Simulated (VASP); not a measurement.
# K (Fm-3m) in VASP: notebook

K is run at these levels: PBE; tasks: single point, relaxation of cell and atoms.

Program: VASP 6.6.1. These are calculated values, not measurements. Logs are shortened: lines on timing, memory, paths and dates and some standing lists are left out, and cuts for length are marked.

## (1) The cell of the first run

It takes space group Fm-3m (No. 225, cubic). Conventional cell: a = 6.159 Å, b = 6.159 Å, c = 6.159 Å, α = 90.00°, β = 90.00°, γ = 90.00°. K (site symmetry m-3m) has 12 K at 4.35 Å within 5.7 Å.

## (2) Single point, PBE

The input, INCAR:

```
PREC = Accurate
ENCUT = 520
EDIFF = 1E-7
ISMEAR = -1
SIGMA = 0.05
LREAL = False
LASPH = True
NELM = 100
ALGO = Normal
ISIF = 2
LWAVE = False
LCHARG = False
GGA = PE
NBANDS = 10
```

The input, KPOINTS:

```
regular mesh
0
Gamma
  11 11 11
```

The input, POSCAR:

```
K
1.0
    0.0000000000      3.0794278467      3.0794278467
    3.0794278467      0.0000000000      3.0794278467
    3.0794278467      3.0794278467      0.0000000000
K
1
Direct
    0.0000000000      0.0000000000      0.0000000000
```

Potentials or basis: VASP PAW PBE potentials, release 64 (K_sv).

Launch:

```sh
> cat potpaw_PBE.64/K_sv/POTCAR > POTCAR
> mpirun -np 1 vasp_std > vasp.out
```

OUTCAR:

```text
PREC = Accurate
   ENCUT = 520
   EDIFF = 1E-7
   ISMEAR = -1
   LREAL = False
   LASPH = True
   NELM = 100
   ISIF = 2
   GGA = PE

 ion  position               nearest neighbor table
   1  0.000  0.000  0.000-

  LATTYP: Found a face centered cubic cell.
 ALAT       =     6.1588556934

  Lattice vectors:

 A1 = (   0.0000000000,   3.0794278467,   3.0794278467)
 A2 = (   3.0794278467,   0.0000000000,   3.0794278467)
 A3 = (   3.0794278467,   3.0794278467,   0.0000000000)

Analysis of symmetry for initial positions (statically):
=====================================================================
 Subroutine PRICEL returns:
 Original cell was already a primitive cell.

 Routine SETGRP: Setting up the symmetry group for a
 face centered cubic supercell.

 Subroutine GETGRP returns: Found 48 space group operations
 (whereof 48 operations were pure point group operations)
 out of a pool of 48 trial point group operations.

The static configuration has the point symmetry O_h .

Analysis of symmetry for dynamics (positions and initial velocities):
=====================================================================
 Subroutine PRICEL returns:
 Original cell was already a primitive cell.

 Routine SETGRP: Setting up the symmetry group for a
 face centered cubic supercell.

 Subroutine GETGRP returns: Found 48 space group operations
 (whereof 48 operations were pure point group operations)
 out of a pool of 48 trial point group operations.

The dynamic configuration has the point symmetry O_h .

 Subroutine INISYM returns: Found 48 space group operations
 (whereof 48 operations are pure point group operations),
 and found     1 'primitive' translations

----------------------------------------------------------------------------------------

                                     Primitive cell

  volume of cell :      58.4037

  direct lattice vectors                    reciprocal lattice vectors
     0.000000000  3.079427847  3.079427847    -0.162367824  0.162367824  0.162367824
     3.079427847  0.000000000  3.079427847     0.162367824 -0.162367824  0.162367824
     3.079427847  3.079427847  0.000000000     0.162367824  0.162367824 -0.162367824

  length of vectors
     4.354968625  4.354968625  4.354968625     0.281229321  0.281229321  0.281229321

  position of ions in fractional coordinates (direct lattice)
     0.000000000  0.000000000  0.000000000

  ion indices of the primitive-cell ions
   primitive index   ion index
                 1           1

----------------------------------------------------------------------------------------

 KPOINTS: regular mesh

Automatic generation of k-mesh.
 Grid dimensions read from file:
 generate k-points for:   11   11   11

 Generating k-lattice:

  Cartesian coordinates                     Fractional coordinates (reciprocal lattice)
    -0.014760711  0.014760711  0.014760711     0.090909091  0.000000000  0.000000000
     0.014760711 -0.014760711  0.014760711     0.000000000  0.090909091  0.000000000
     0.014760711  0.014760711 -0.014760711     0.000000000  0.000000000  0.090909091

  Length of vectors
     0.025566302  0.025566302  0.025566302

  Shift w.r.t. Gamma in fractional coordinates (k-lattice)
     0.000000000  0.000000000  0.000000000

 Subroutine IBZKPT returns following result:
 ===========================================

 Found     56 irreducible k-points:

 Following reciprocal coordinates:
            Coordinates               Weight
  0.000000  0.000000  0.000000      1.000000
  0.090909  0.000000  0.000000      8.000000
  0.181818  0.000000  0.000000      8.000000
  0.272727  0.000000  0.000000      8.000000
  0.363636  0.000000  0.000000      8.000000
  0.454545  0.000000  0.000000      8.000000
[... 16 lines left out ...]
 -0.272727  0.181818  0.000000     24.000000
 -0.181818  0.181818  0.000000     12.000000
 [... further k-points ...]
   k-points           NKPTS =     56   k-points in BZ     NKDIM =     56   number of bands    NBANDS=     10
   number of dos      NEDOS =    301   number of ions     NIONS =      1
   total plane-waves  NPLWV =  32768
   dimension x,y,z NGX =    32 NGY =   32 NGZ =   32
   dimension x,y,z NGXF=    64 NGYF=   64 NGZF=   64
   ions per type =               1
   NGX,Y,Z   is equivalent  to a cutoff of  12.22, 12.22, 12.22 a.u.
   NGXF,Y,Z  is equivalent  to a cutoff of  24.43, 24.43, 24.43 a.u.
 SYSTEM =  unknown system
   PREC   = accura    normal or accurate (medium, high low for compatibility)
   ISTART =      0    job   : 0-new  1-cont  2-samecut
   ICHARG =      2    charge: 1-file 2-atom 10-const
   ISPIN  =      1    spin polarized calculation?
   LNONCOLLINEAR =      F non collinear calculations
   LSORBIT =      F    spin-orbit coupling
   LASPH  =      T    aspherical Exc in radial PAW
   ENCUT  =  520.0 eV  38.22 Ry    6.18 a.u.   8.10  8.10  8.10*2*pi/ulx,y,z
   NELM   =    100;   NELMIN=  2; NELMDL= -5     # of ELM steps
   EDIFF  = 0.1E-06   stopping-criterion for ELM
   LREAL  =      F    real-space projection
   EDIFFG = 0.1E-05   stopping-criterion for IOM
   NSW    =      0    number of steps for IOM
   IBRION =     -1    ionic relax: 0-MD 1-quasi-New 2-CG
   NFREE  =      0    steps in history (QN), initial steepest desc. (CG)
   ISIF   =      2    stress and relaxation
   ISYM   =      2    0-nonsym 1-usesym 2-fastsym
   POTIM  = 0.5000    time-step for ionic-motion
   TEBEG  =    0.0;   TEEND  =   0.0 temperature during run
   PSTRESS=    0.0 pullay stress
   NELECT =       9.0000    total number of electrons
   NUPDOWN=      -1.0000    fix difference up-down
   EMIN   =  10.00;   EMAX   =-10.00  energy-range for DOS
   EFERMI =   0.00;   METHOD = LEGACY
   ISMEAR =    -1;   SIGMA  =   0.05  broadening in eV -4-tet -1-fermi 0-gaus
   EFERMI_NEDOS =   21; number of points for ismear=-14 and -15
   IALGO  =     38    algorithm
   IMIX   =      4    mixing-type and parameters
     AMIX     =   0.40;   BMIX     =  1.00
     AMIX_MAG =   1.60;   BMIX_MAG =  1.00
  volume/ion in A,a.u.               =      58.40       394.13
  Fermi-wavevector in a.u.,A,eV,Ry     =   0.877692  1.658598 10.481164  0.770344
  Thomas-Fermi vector in A             =   1.997676
   LORBIT       =      0    0 simple, 1 ext, 2 COOP (PROOUT), +10 PAW based schemes
   GGA     = PE    functional components
   LHFCALC =     F    Hartree Fock is set to
   AEXX    =    0.0000 exact exchange contribution
   IVDW    =     0    specifies the selected vdW correction
   LEPSILON=     F    determine dielectric tensor
   LRPA    =     F    only Hartree local field effects (RPA)
 non-spin polarized calculation
  energy-cutoff  :      520.00
  volume of cell :       58.40
 maximum number of plane-waves:      1591
   NGX = 17   NGY = 17   NGZ = 17

 number of electron       8.9999999 magnetization

 Free energy of the ion-electron system (eV)
  ---------------------------------------------------
  ext. energy  EPLUGINS =         0.00000000
  ---------------------------------------------------
  free energy    TOTEN  =        -0.99683512 eV

  energy without entropy =       -0.99048602  energy(sigma->0) =       -0.99366057

 E-fermi :   0.4891     XC(G=0):  -6.2400

 val. band max:        0.4761348120   @ k =   0.4545   0.0000   0.0000
 cond. band min:       0.5197640740   @ k =  -0.2727   0.2727   0.0909
 fundamental gap:      0.0436292620
 Fermi energy:         0.4890573539

 k-point     1 :       0.0000    0.0000    0.0000
  band No.  band energies     occupation
      1     -31.5708      2.00000
      2     -14.9948      2.00000
      3     -14.9948      2.00000
      4     -14.9948      2.00000
      5      -2.0429      2.00000
      6       4.8626      0.00000
      7       4.8626      0.00000
      8       4.8626      0.00000
      9       6.3055      0.00000
     10       6.3055      0.00000

 k-point     2 :       0.0909    0.0000    0.0000
  band No.  band energies     occupation
      1     -31.5699      2.00000
      2     -15.0068      2.00000
      3     -14.9963      2.00000
      4     -14.9963      2.00000
      5      -1.9248      2.00000
      6       4.5774      0.00000
      7       4.9118      0.00000
      8       4.9118      0.00000
      9       6.2057      0.00000
     10       6.2057      0.00000

 k-point     3 :       0.1818    0.0000    0.0000
  band No.  band energies     occupation
      1     -31.5676      2.00000
      2     -15.0390      2.00000
      3     -15.0005      2.00000
      4     -15.0005      2.00000
      5      -1.5795      2.00000
      6       3.9264      0.00000
      7       4.9845      0.00000
      8       4.9845      0.00000
      9       6.0834      0.00000
     10       6.0834      0.00000

 k-point     4 :       0.2727    0.0000    0.0000
  band No.  band energies     occupation
      1     -31.5645      2.00000
      2     -15.0805      2.00000
      3     -15.0059      2.00000
      4     -15.0059      2.00000
      5      -1.0326      2.00000
      6       3.1373      0.00000
      7       4.9109      0.00000
      8       4.9109      0.00000
      9       6.2548      0.00000
     10       6.2548      0.00000
[... 222 lines left out ...]
 k-point    22 :      -0.3636    0.1818    0.0000
  band No.  band energies     occupation
      1     -31.5589      2.00000
      2     -15.1209      2.00000
      3     -15.0460      2.00000
      4     -15.0176      2.00000
      5       0.5439      0.50063
      6       1.9401      0.00000
      7       3.6412      0.00000
      8       4.9245      0.00000
      9       6.5909      0.00000
     10       6.9169      0.00000

 k-point    23 :      -0.2727    0.1818    0.0000
  band No.  band energies     occupation
      1     -31.5608      2.00000
      2     -15.1010      2.00000
      3     -15.0414      2.00000
      4     -15.0109      2.00000
      5      -0.2150      2.00000
      6       2.7341      0.00000
      7       3.7297      0.00000
      8       5.0732      0.00000
      9       6.0061      0.00000
     10       7.2538      0.00000

 k-point    24 :      -0.1818    0.1818    0.0000
  band No.  band energies     occupation
      1     -31.5634      2.00000
      2     -15.0766      2.00000
      3     -15.0285      2.00000
      4     -15.0045      2.00000
      5      -0.8528      2.00000
      6       3.3059      0.00000
      7       4.1201      0.00000
      8       5.3159      0.00000
      9       5.5407      0.00000
     10       6.7919      0.00000

 [... further k-points ...]
[... 5 lines left out ...]
  --------------------------------------------------------------------------------------
  -------------------------------------------------------------------------------------
  Total        0.4722448      0.4722448      0.4722448      0.0000000      0.0000000     -0.0000000
  in kB       12.9550090     12.9550090     12.9550090      0.0000000      0.0000000     -0.0000000
  external PRESSURE =      12.9550090 kB  Pullay stress =       0.0000000 kB

 VOLUME and BASIS-vectors are now :
 -----------------------------------------------------------------------------
  energy-cutoff  :      520.00
  volume of cell :       58.40
      direct lattice vectors                 reciprocal lattice vectors
     0.000000000  3.079427847  3.079427847    -0.162367824  0.162367824  0.162367824
     3.079427847  0.000000000  3.079427847     0.162367824 -0.162367824  0.162367824
     3.079427847  3.079427847  0.000000000     0.162367824  0.162367824 -0.162367824

 POSITION                                       TOTAL-FORCE (eV/Angst)
 -----------------------------------------------------------------------------------
      0.00000      0.00000      0.00000         0.000000      0.000000      0.000000
 -----------------------------------------------------------------------------------
    total drift:                                0.000000      0.000000      0.000000

  FREE ENERGIE OF THE ION-ELECTRON SYSTEM (eV)
  ---------------------------------------------------
  free  energy   TOTEN  =        -0.9968351230 eV

  energy  without entropy=       -0.9904860154  energy(sigma->0) =       -0.99366057
```

Wall time 12 s (1 thread of Intel Xeon Platinum 8488C (Sapphire Rapids), shared host); peak memory 0.18 GiB.

What came out:

| Item | Value |
| --- | --- |
| Free energy | -0.9968 eV |
| Pressure | 1.3 GPa |

## (3) Relaxation of cell and atoms, PBE, target pressure 1.3 GPa, at which the enthalpy is minimised

The input, INCAR:

```
PREC = Accurate
ENCUT = 600
EDIFF = 1E-6
ISMEAR = -1
SIGMA = 0.05
LREAL = False
LASPH = True
NELM = 100
ALGO = Normal
ISIF = 3
LWAVE = False
LCHARG = False
GGA = PE
IBRION = 2
NSW = 60
EDIFFG = -0.005
PSTRESS = 13.0
```

KPOINTS is that of step 2.

POSCAR is that of step 2.

Potentials or basis: VASP PAW PBE potentials, release 64 (K_sv).

Launch:

```sh
> cat potpaw_PBE.64/K_sv/POTCAR > POTCAR
> mpirun -np 1 vasp_std > vasp.out
```

Run time: 18 s. Hardware: 1 thread of Intel Xeon Platinum 8488C (Sapphire Rapids), shared host; peak memory 0.21 GiB.

Results (log left out):

- Free energy: -0.9970 eV
- Pressure after relaxing: 1.3 GPa

Final structure:
```
K
1.0
     0.00000    3.07943    3.07943
     3.07943    0.00000    3.07943
     3.07943    3.07943    0.00000
K
1
Direct
  0.00000 0.00000 0.00000
```

Levels at points of the mesh, in eV from the Fermi level:
```
           k point  band 2  band 3  band 4  band 5  band 6  band 7  band 8
(0.00, 0.00, 0.00)  -15.48  -15.48  -15.48   -2.53    4.37    4.37    4.37
```

Caveat: the relaxation stopped at its first step, so nothing moved; the cell is relaxed towards a set pressure, so the enthalpy falls and the energy may rise.
